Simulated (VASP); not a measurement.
# NbTe (P-6m2) in VASP: a series of runs, part 2 of 2

VASP 6.6.1. The steps go on from the part before.

## Step 3: Single point, LDA

This run uses another cell than the first one, of 20.62 Å³/atom, 0.887 times its volume.

INCAR

```
PREC = Accurate
ENCUT = 520
EDIFF = 1E-7
ISMEAR = -1
SIGMA = 0.05
LREAL = F
LASPH = T
NELM = 60
ALGO = Normal
ISIF = 2
LWAVE = F
LCHARG = F
NBANDS = 16
```

KPOINTS

```
regular mesh
0
Gamma
  8 8 7
```

POSCAR

```
NbTe
1.0
    3.6273822700      0.0000000000      0.0000000000
   -1.8136911350      3.1414051951      0.0000000000
    0.0000000000      0.0000000000      3.6187977783
Te Nb
1 1
Direct
    0.6666666667      0.3333333333      0.0000000000
    0.0000000000      0.0000000000      0.5000000000
```

Potentials or basis: VASP PAW LDA potentials, release 64 (Te, Nb_sv).

Run with:

```
> cat potpaw_LDA.64/Te/POTCAR potpaw_LDA.64/Nb_sv/POTCAR > POTCAR
> mpirun -np 1 vasp_std > vasp.out
```

OUTCAR:

```text
PREC = Accurate
   ENCUT = 520
   EDIFF = 1E-7
   ISMEAR = -1
   LREAL = F
   LASPH = T
   NELM = 60
   ISIF = 2

 ion  position               nearest neighbor table
   1  0.667  0.333  0.000-   2 2.77   2 2.77   2 2.77   2 2.77   2 2.77   2 2.77
   2  0.000  0.000  0.500-   1 2.77   1 2.77   1 2.77   1 2.77   1 2.77   1 2.77

  LATTYP: Found a hexagonal cell.
 ALAT       =     3.6273822700
 C/A-ratio  =     0.9976334196

  Lattice vectors:

 A1 = (   3.6273822700,   0.0000000000,   0.0000000000)
 A2 = (  -1.8136911350,   3.1414051951,   0.0000000000)
 A3 = (   0.0000000000,   0.0000000000,   3.6187977783)

Analysis of symmetry for initial positions (statically):
=====================================================================
 Subroutine PRICEL returns:
 Original cell was already a primitive cell.

 Routine SETGRP: Setting up the symmetry group for a
 hexagonal supercell.

 Subroutine GETGRP returns: Found 12 space group operations
 (whereof 12 operations were pure point group operations)
 out of a pool of 24 trial point group operations.

The static configuration has the point symmetry D_3h.

Analysis of symmetry for dynamics (positions and initial velocities):
[... 154 lines left out ...]
  ---------------------------------------------------
  free energy    TOTEN  =       -15.52497786 eV

  energy without entropy =      -15.51462972  energy(sigma->0) =      -15.51980379

 E-fermi :  11.8137     XC(G=0): -11.7459

 val. band max:       11.7639746474   @ k =   0.2500   0.0000   0.0000
 cond. band min:      11.8306754820   @ k =   0.1250   0.0000   0.2857
 fundamental gap:      0.0667008346
 Fermi energy:        11.8137334504

 k-point     1 :       0.0000    0.0000    0.0000
  band No.  band energies     occupation
      1     -43.3818      2.00000
      2     -19.7720      2.00000
      3     -19.5561      2.00000
      4     -19.5561      2.00000
      5      -2.8472      2.00000
      6       8.4880      2.00000
[... 433 lines left out ...]
      3     -19.6914      2.00000
      4     -19.5801      2.00000
      5      -1.0148      2.00000
      6       5.2743      2.00000
[... 8 lines left out ...]
     15      18.4334      0.00000
     16      20.8027      0.00000

 [... further k-points ...]
[... 5 lines left out ...]
  --------------------------------------------------------------------------------------
  -------------------------------------------------------------------------------------
  Total       -0.0849034     -0.0849034      0.2988868      0.0000000      0.0000000      0.0000000
  in kB       -3.2987847     -3.2987847     11.6127682      0.0000000      0.0000000      0.0000000
  external PRESSURE =       1.6717329 kB  Pullay stress =       0.0000000 kB

 VOLUME and BASIS-vectors are now :
 -----------------------------------------------------------------------------
  energy-cutoff  :      520.00
  volume of cell :       41.24
      direct lattice vectors                 reciprocal lattice vectors
     3.627382270  0.000000000  0.000000000     0.275680898  0.159164440  0.000000000
    -1.813691135  3.141405195  0.000000000     0.000000000  0.318328881  0.000000000
     0.000000000  0.000000000  3.618797778     0.000000000  0.000000000  0.276334866

 POSITION                                       TOTAL-FORCE (eV/Angst)
 -----------------------------------------------------------------------------------
      1.81369      1.04714      0.00000         0.000000      0.000000      0.000000
      0.00000      0.00000      1.80940        -0.000000      0.000000      0.000000
 -----------------------------------------------------------------------------------
    total drift:                               -0.000000      0.000000     -0.000000

  FREE ENERGIE OF THE ION-ELECTRON SYSTEM (eV)
  ---------------------------------------------------
  free  energy   TOTEN  =       -15.5249778619 eV

  energy  without entropy=      -15.5146297247  energy(sigma->0) =      -15.51980379
```

Wall time 9.6 s (1 thread of Intel Xeon 6975P-C (Granite Rapids), shared host); peak memory 0.15 GiB.

Results:

```
Free energy : -15.5250 eV
Pressure    : 0.2 GPa
```

Caveat: spin-orbit coupling is left out, which moves the levels of the heavy elements.

## Step 4: Single point, LDA

This run uses another cell than the first one, of 21.06 Å³/atom, 0.906 times its volume.

INCAR

```
SYSTEM = NbTe
PREC     = Accurate       ! precision mode
ENCUT    = 520            ! plane-wave cutoff, eV
EDIFF    = 1E-6           ! SCF threshold, eV
ISMEAR   = -1             ! smearing method
SIGMA    = 0.05           ! smearing width, eV
LREAL    = .False.        ! projectors in reciprocal space
LASPH    = .True.         ! aspherical terms in the spheres
NELM     = 100            ! most SCF steps
ALGO     = Normal         ! electronic algorithm
ISIF     = 2              ! what is computed and relaxed
LWAVE    = .False.        ! write WAVECAR
LCHARG   = .True.         ! write CHGCAR
GGA      = CA             ! functional
LELF     = .True.         ! ELF
LVHAR    = .True.       
NBANDS   = 16             ! bands
```

KPOINTS

```
regular mesh
0
Gamma
  8 8 7
  0 0 0
```

POSCAR

```
NbTe
1.0
    3.6529280573      0.0000000000      0.0000000000
   -1.8264640286      3.1635284958      0.0000000000
    0.0000000000      0.0000000000      3.6442831093
Te Nb
1 1
Direct
    0.6666666667      0.3333333333      0.0000000000
    0.0000000000      0.0000000000      0.5000000000
```

Potentials or basis: VASP PAW LDA potentials, release 64 (Te, Nb_sv).

Run with:

```
> cat potpaw_LDA.64/Te/POTCAR potpaw_LDA.64/Nb_sv/POTCAR > POTCAR
> mpirun -np 1 vasp_std > vasp.out
```

OUTCAR:

```text
SYSTEM = NbTe
   PREC = Accurate
   ENCUT = 520
   EDIFF = 1E-6
   ISMEAR = -1
   LREAL = .False.
   LASPH = .True.
   NELM = 100
   ISIF = 2
   GGA = CA

 ion  position               nearest neighbor table
   1  0.667  0.333  0.000-   2 2.79   2 2.79   2 2.79   2 2.79   2 2.79   2 2.79
   2  0.000  0.000  0.500-   1 2.79   1 2.79   1 2.79   1 2.79   1 2.79   1 2.79

  LATTYP: Found a hexagonal cell.
 ALAT       =     3.6529280573
 C/A-ratio  =     0.9976334196

  Lattice vectors:
[... 192 lines left out ...]
      5      -3.0296      2.00000
      6       8.2262      2.00000
[... 433 lines left out ...]
      3     -20.0241      2.00000
      4     -19.9226      2.00000
      5      -1.2591      2.00000
      6       5.0645      2.00000
[... 8 lines left out ...]
     15      17.9951      0.00000
     16      20.3447      0.00000

 [... further k-points ...]
[... 5 lines left out ...]
  --------------------------------------------------------------------------------------
  -------------------------------------------------------------------------------------
  Total       -0.7693210     -0.7693210     -0.5967271     -0.0000000     -0.0000000      0.0000000
  in kB      -29.2680102    -29.2680102    -22.7018562     -0.0000000     -0.0000000      0.0000000
  external PRESSURE =     -27.0792922 kB  Pullay stress =       0.0000000 kB

 VOLUME and BASIS-vectors are now :
 -----------------------------------------------------------------------------
  energy-cutoff  :      520.00
  volume of cell :       42.11
      direct lattice vectors                 reciprocal lattice vectors
     3.652928057  0.000000000  0.000000000     0.273752996  0.158051366  0.000000000
    -1.826464029  3.163528496  0.000000000     0.000000000  0.316102732  0.000000000
     0.000000000  0.000000000  3.644283109     0.000000000  0.000000000  0.274402391

 POSITION                                       TOTAL-FORCE (eV/Angst)
 -----------------------------------------------------------------------------------
      1.82646      1.05451      0.00000         0.000000     -0.000000      0.000000
      0.00000      0.00000      1.82214        -0.000000      0.000000      0.000000
 -----------------------------------------------------------------------------------
    total drift:                               -0.000000      0.000000     -0.000000

  FREE ENERGIE OF THE ION-ELECTRON SYSTEM (eV)
  ---------------------------------------------------
  free  energy   TOTEN  =       -15.5181533722 eV

  energy  without entropy=      -15.5074747552  energy(sigma->0) =      -15.51281406
```

OSZICAR:

```text
N       E                     dE             d eps       ncg     rms          rms(c)
DAV:   1     0.151637869803E+03    0.15164E+03   -0.92983E+03  1280   0.110E+03
DAV:   2    -0.504805280573E+01   -0.15669E+03   -0.15246E+03  1632   0.386E+02
DAV:   3    -0.156900191902E+02   -0.10642E+02   -0.10502E+02  2384   0.726E+01
DAV:   4    -0.159360285077E+02   -0.24601E+00   -0.24554E+00  1536   0.107E+01
DAV:   5    -0.159473819875E+02   -0.11353E-01   -0.11350E-01  2152   0.242E+00    0.754E+00
DAV:   6    -0.155576495514E+02    0.38973E+00   -0.11959E+00  2056   0.995E+00    0.331E+00
DAV:   7    -0.155278023667E+02    0.29847E-01   -0.72347E-02  1504   0.196E+00    0.168E+00
DAV:   8    -0.155183590753E+02    0.94433E-02   -0.20062E-02  1920   0.881E-01    0.241E-01
DAV:   9    -0.155181931399E+02    0.16594E-03   -0.15261E-03  1624   0.301E-01    0.130E-01
DAV:  10    -0.155181571350E+02    0.36005E-04   -0.25892E-04  2064   0.178E-01    0.242E-02
DAV:  11    -0.155181533220E+02    0.38130E-05   -0.17056E-05  1680   0.447E-02    0.140E-02
DAV:  12    -0.155181533722E+02   -0.50171E-07   -0.61566E-07  1312   0.833E-03
   1 F= -.15518153E+02 E0= -.15512814E+02  d E =-.106786E-01
```

Run time: 10 s. Hardware: 1 thread of Intel Xeon 6975P-C (Granite Rapids), shared host; peak memory 0.15 GiB.

Results:

| Property | Result |
| --- | --- |
| Free energy | -15.5182 eV |
| Pressure | -2.7 GPa |

Stress tensor (GPa, compression positive):
```
-2.93  0.00  0.00
 0.00 -2.93  0.00
 0.00  0.00 -2.27
```

Caveat: spin-orbit coupling is left out, which moves the levels of the heavy elements.

## Step 5: The runs side by side

| level | potentials or basis | cell | gap on the mesh (eV) | pressure (GPa) |
| --- | --- | --- | --- | --- |
| PBEsol | VASP PAW PBE potentials, release 64 (Te, Nb_sv) | a = 3.776, b = 3.776, c = 3.767 Å, angles 90.0, 90.0, 120.0°, 2 atoms | none | -10.9 |
| LDA | VASP PAW LDA potentials, release 64 (Te, Nb_sv) | a = 3.627, b = 3.627, c = 3.619 Å, angles 90.0, 90.0, 120.0°, 2 atoms | none | 0.2 |
| LDA | VASP PAW LDA potentials, release 64 (Te, Nb_sv) | a = 3.653, b = 3.653, c = 3.644 Å, angles 90.0, 90.0, 120.0°, 2 atoms | none | -2.7 |

Alike in all rows: task single point; no spin polarisation; k mesh 8 × 8 × 7; cutoff (eV) 520; smearing fermi-dirac 0.05 eV.

Caveats: spin-orbit coupling is left out, which moves the levels of the heavy elements; the PAW data sets were made with another functional, which shifts forces and pressure a little (some runs).

Total energies depend on the potentials used, so only differences within one code and one set of settings carry meaning.
